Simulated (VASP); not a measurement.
The system is SbS5.

```xyz
6
Lattice="3.0120 1.7390 5.6723 -3.0120 1.7390 5.6723 0.0000 -3.4780 5.6723" Properties=species:S:1:pos:R:3 pbc="T T T"
Sb    0.0000    0.0000    8.5084
S     0.9994    1.7390    5.6723
S     0.0000    0.0000    2.8441
S    -2.0057   -0.0040    5.6723
S     1.0063   -1.7350    5.6723
S     0.0000    0.0000   14.1728
```

The cell was generated, and may not be a known phase.

```yaml
Program: VASP 6.6.1
Task: relaxation of cell and atoms
Functional: PBE
Potentials_or_basis: VASP PAW PBE potentials, release 64 (Sb, S)
Cutoff: 600 eV
k_mesh: 3 × 3 × 3
Occupations: gaussian, width 0.1 eV
Spin: no spin polarisation
```

At the start: pressure -12.1 GPa; volume 29.71 Å³/atom.

Q: How do energy, volume and symmetry change on relaxing?

A: Over 44 steps the energy falls by 1369.5 meV/atom and the volume is 24.47 Å³/atom (-17.7 %); space group R32 (No. 155, to 0.1 Å) before, R-3m (No. 166, to 0.1 Å).

Step by step:
| step | energy change (eV) | largest force (eV/Å) | pressure (GPa) | volume (Å³) |
| --- | --- | --- | --- | --- |
| 1 | 0.0000 | 0.2242 | -12.08 | 178.27 |
| 3 | -4.4775 | 0.4087 | -1.15 | 108.95 |
| 5 | -4.4900 | 0.4060 | 0.09 | 107.16 |
| 7 | -5.0430 | 0.6985 | 17.43 | 96.17 |
| 9 | -5.1324 | 0.6306 | 13.25 | 97.90 |
| 11 | -5.5221 | 0.7651 | 12.86 | 100.90 |
| 13 | -5.5898 | 0.5343 | 12.73 | 103.65 |
| 15 | -6.1736 | 0.5625 | 0.64 | 118.41 |
| 17 | -6.2113 | 0.6107 | -0.25 | 119.86 |
| 19 | -6.4772 | 0.8864 | -0.03 | 119.07 |
| 21 | -6.7497 | 0.9339 | 1.58 | 118.33 |
| 23 | -7.1047 | 0.3333 | 4.53 | 124.19 |
| 25 | -7.3249 | 0.3821 | -0.06 | 140.85 |
| 27 | -7.3683 | 0.4035 | -0.27 | 142.51 |
| 29 | -7.6391 | 0.6471 | -0.05 | 145.45 |
| 31 | -7.7616 | 0.6574 | 0.59 | 146.43 |
| 33 | -7.8808 | 0.5235 | -1.38 | 151.41 |
| 35 | -8.1388 | 0.2405 | 1.03 | 143.04 |
| 37 | -8.1870 | 0.4058 | -0.25 | 144.19 |
| 39 | -8.2035 | 0.2144 | 0.08 | 144.46 |
| 41 | -8.2136 | 0.0328 | 0.29 | 145.83 |
| 43 | -8.2162 | 0.0246 | 0.13 | 146.37 |
| 44 | -8.2170 | 0.0150 | 0.06 | 146.79 |

Final structure:
```
Sb S
1.0
     3.43473    1.98304    3.59190
    -3.43473    1.98304    3.59190
     0.00000   -3.96609    3.59190
Sb S
1 5
Direct
  0.50000 0.50000 0.50000
  0.50130 0.49870 0.00000
  0.21503 0.21503 0.21503
  0.00000 0.50130 0.49870
  0.49870 0.00000 0.50130
  0.78497 0.78497 0.78497
```

Caveat: the k points lie up to 0.40 Å⁻¹ apart in the final cell, too coarse for converged energies and pressures of a metal; the volume moved by over 15 % at a fixed basis, so the end points are rough; an odd number of electrons without spin polarisation forces a metal; a magnetic or distorted state may lie lower.
